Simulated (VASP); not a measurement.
# SiW (zincblende type) (F-43m) in VASP: notebook, part 2 of 2

VASP 6.6.1. Earlier steps stand in the parts before.

### Step 4. Single point, PBE (volume scaled by 0.9)

The input, INCAR:

```
PREC     = Accurate       # precision mode
ENCUT    = 520            # plane-wave cutoff, eV
EDIFF    = 1E-7           # SCF threshold, eV
ISMEAR   = -1             # smearing method
SIGMA    = 0.08           # smearing width, eV
LREAL    = False          # projectors in reciprocal space
LASPH    = True           # aspherical terms in the spheres
NELM     = 80             # most SCF steps
ALGO     = Normal         # electronic algorithm
ISIF     = 2              # what is computed and relaxed
LWAVE    = False          # write WAVECAR
LCHARG   = False          # write CHGCAR
GGA      = PE             # functional
NBANDS   = 16             # bands
```

The input, KPOINTS:

```
Automatic mesh
0
Gamma
  11 11 11
```

The input, POSCAR:

```
SiW
1.0
    0.0000000000      2.6957709073      2.6957709073
    2.6957709073      0.0000000000      2.6957709073
    2.6957709073      2.6957709073      0.0000000000
W Si
1 1
Direct
    0.0000000000      0.0000000000      0.0000000000
    0.2500000000      0.2500000000      0.2500000000
```

Potentials or basis: VASP PAW PBE potentials, release 64 (W_sv, Si).

Launch:

```console
cat potpaw_PBE.64/W_sv/POTCAR potpaw_PBE.64/Si/POTCAR > POTCAR
mpirun -np 1 vasp_std > vasp.out
```

OUTCAR:

```text
PREC = Accurate
   ENCUT = 520
   EDIFF = 1E-7
   ISMEAR = -1
   LREAL = False
   LASPH = True
   NELM = 80
   ISIF = 2
   GGA = PE

 ion  position               nearest neighbor table
   1  0.000  0.000  0.000-   2 2.33   2 2.33   2 2.33   2 2.33
   2  0.250  0.250  0.250-   1 2.33   1 2.33   1 2.33   1 2.33

  LATTYP: Found a face centered cubic cell.
 ALAT       =     5.3915418146

  Lattice vectors:

 A1 = (   0.0000000000,   2.6957709073,   2.6957709073)
 A2 = (   2.6957709073,   0.0000000000,   2.6957709073)
 A3 = (   2.6957709073,   2.6957709073,   0.0000000000)

Analysis of symmetry for initial positions (statically):
=====================================================================
 Subroutine PRICEL returns:
 Original cell was already a primitive cell.

 Routine SETGRP: Setting up the symmetry group for a
 face centered cubic supercell.

 Subroutine GETGRP returns: Found 24 space group operations
 (whereof 24 operations were pure point group operations)
 out of a pool of 48 trial point group operations.

The static configuration has the point symmetry T_d .

Analysis of symmetry for dynamics (positions and initial velocities):
=====================================================================
 Subroutine PRICEL returns:
 Original cell was already a primitive cell.

 Routine SETGRP: Setting up the symmetry group for a
 face centered cubic supercell.

 Subroutine GETGRP returns: Found 24 space group operations
 (whereof 24 operations were pure point group operations)
 out of a pool of 48 trial point group operations.

The dynamic configuration has the point symmetry T_d .

 Subroutine INISYM returns: Found 24 space group operations
 (whereof 24 operations are pure point group operations),
 and found     1 'primitive' translations

----------------------------------------------------------------------------------------

[... 109 lines left out ...]
   IALGO  =     38    algorithm
   IMIX   =      4    mixing-type and parameters
     AMIX     =   0.40;   BMIX     =  1.00
     AMIX_MAG =   1.60;   BMIX_MAG =  1.00
  volume/ion in A,a.u.               =      19.59       132.20
  Fermi-wavevector in a.u.,A,eV,Ry     =   1.263202  2.387105 21.710523  1.595678
  Thomas-Fermi vector in A             =   2.396571
   LORBIT       =      0    0 simple, 1 ext, 2 COOP (PROOUT), +10 PAW based schemes
   GGA     = PE    functional components
   LHFCALC =     F    Hartree Fock is set to
   AEXX    =    0.0000 exact exchange contribution
   IVDW    =     0    specifies the selected vdW correction
   LEPSILON=     F    determine dielectric tensor
   LRPA    =     F    only Hartree local field effects (RPA)
 non-spin polarized calculation
  energy-cutoff  :      520.00
  volume of cell :       39.18
 maximum number of plane-waves:      1067
   NGX = 15   NGY = 15   NGZ = 15

 number of electron      18.0000003 magnetization

 Free energy of the ion-electron system (eV)
  ---------------------------------------------------
  ext. energy  EPLUGINS =         0.00000000
  ---------------------------------------------------
  free energy    TOTEN  =       -15.28798176 eV

  energy without entropy =      -15.24711429  energy(sigma->0) =      -15.26754803

 E-fermi :   6.6172     XC(G=0): -10.8627

 val. band max:        6.6105717203   @ k =  -0.2727   0.3636   0.0909
 cond. band min:       6.6232860930   @ k =  -0.4545   0.1818   0.0909
 fundamental gap:      0.0127143728
 Fermi energy:         6.6172299499

 k-point     1 :       0.0000    0.0000    0.0000
  band No.  band energies     occupation
      1     -67.0521      2.00000
      2     -31.3183      2.00000
      3     -31.3183      2.00000
      4     -31.3183      2.00000
      5      -3.3139      2.00000
      6       3.7048      2.00000
[... 433 lines left out ...]
      3     -31.3328      2.00000
      4     -31.3233      2.00000
      5      -2.0750      2.00000
      6       3.0116      2.00000
[... 8 lines left out ...]
     15      15.0544      0.00000
     16      16.4207      0.00000

 [... further k-points ...]

------------------------ aborting loop because EDIFF is reached ----------------------------------------

  FORCE on cell =-STRESS in cart. coord.  units (eV):
  Direction    XX          YY          ZZ          XY          YZ          ZX
  --------------------------------------------------------------------------------------
  -------------------------------------------------------------------------------------
  Total        3.5180892      3.5180892      3.5180892      0.0000000     -0.0000000     -0.0000000
  in kB      143.8594798    143.8594798    143.8594798      0.0000000     -0.0000000     -0.0000000
  external PRESSURE =     143.8594798 kB  Pullay stress =       0.0000000 kB

 VOLUME and BASIS-vectors are now :
 -----------------------------------------------------------------------------
  energy-cutoff  :      520.00
  volume of cell :       39.18
      direct lattice vectors                 reciprocal lattice vectors
     0.000000000  2.695770907  2.695770907    -0.185475701  0.185475701  0.185475701
     2.695770907  0.000000000  2.695770907     0.185475701 -0.185475701  0.185475701
     2.695770907  2.695770907  0.000000000     0.185475701  0.185475701 -0.185475701

 POSITION                                       TOTAL-FORCE (eV/Angst)
 -----------------------------------------------------------------------------------
      0.00000      0.00000      0.00000        -0.000000     -0.000000     -0.000000
      1.34789      1.34789      1.34789         0.000000      0.000000      0.000000
 -----------------------------------------------------------------------------------
    total drift:                               -0.000000     -0.000000     -0.000000

  FREE ENERGIE OF THE ION-ELECTRON SYSTEM (eV)
  ---------------------------------------------------
  free  energy   TOTEN  =       -15.2879817642 eV

  energy  without entropy=      -15.2471142900  energy(sigma->0) =      -15.26754803
```

OSZICAR:

```text
N       E                     dE             d eps       ncg     rms          rms(c)
DAV:   1     0.114076694419E+03    0.11408E+03   -0.90643E+03  1792   0.113E+03
DAV:   2    -0.135876942622E+02   -0.12766E+03   -0.12363E+03  2176   0.305E+02
DAV:   3    -0.165020432012E+02   -0.29143E+01   -0.28967E+01  2192   0.440E+01
DAV:   4    -0.165280866558E+02   -0.26043E-01   -0.26041E-01  2176   0.473E+00
DAV:   5    -0.165285623250E+02   -0.47567E-03   -0.47567E-03  2312   0.619E-01    0.185E+01
DAV:   6    -0.153149451354E+02    0.12136E+01   -0.32321E+00  1928   0.142E+01    0.462E+00
DAV:   7    -0.152959032254E+02    0.19042E-01   -0.12069E-01  1968   0.251E+00    0.309E+00
DAV:   8    -0.152883262803E+02    0.75769E-02   -0.14674E-02  2312   0.979E-01    0.112E-01
DAV:   9    -0.152879768843E+02    0.34940E-03   -0.11061E-03  2024   0.259E-01    0.991E-02
DAV:  10    -0.152879763750E+02    0.50936E-06   -0.13392E-04  2120   0.716E-02    0.427E-02
DAV:  11    -0.152879814600E+02   -0.50851E-05   -0.61220E-06  2080   0.178E-02    0.105E-02
DAV:  12    -0.152879818627E+02   -0.40270E-06   -0.30445E-07  2200   0.410E-03    0.523E-03
DAV:  13    -0.152879817642E+02    0.98535E-07   -0.25491E-08  1368   0.923E-04
   1 F= -.15287982E+02 E0= -.15267548E+02  d E =-.408675E-01
```

It took 15 s on 1 thread of Intel Xeon 6975P-C (Granite Rapids), shared host; peak memory 0.17 GiB.

Results:

- Free energy: -15.2880 eV
- Pressure: 14.4 GPa
- Band gap on the k mesh: zero (band 9 reaches 7.09 eV, above the bottom of band 10 at 6.42 eV)

Caveat: spin-orbit coupling is left out, which moves the levels of the heavy elements.

### Step 5. The runs side by side

| cell | gap on the mesh (eV) | pressure (GPa) |
| --- | --- | --- |
| a = 3.506 Å, angles 60.0°, 2 atoms | none | 78.5 |
| a = 3.666 Å, angles 60.0°, 2 atoms | none | 38.2 |
| a = 3.812 Å, angles 60.0°, 2 atoms | none | 14.4 |

Alike in all rows: task single point; level PBE; potentials or basis VASP PAW PBE potentials, release 64 (W_sv, Si); no spin polarisation; k mesh 11 × 11 × 11; cutoff (eV) 520; smearing fermi-dirac 0.08 eV.

Caveats: spin-orbit coupling is left out, which moves the levels of the heavy elements.

Total energies depend on the potentials used, so only differences within one code and one set of settings carry meaning.
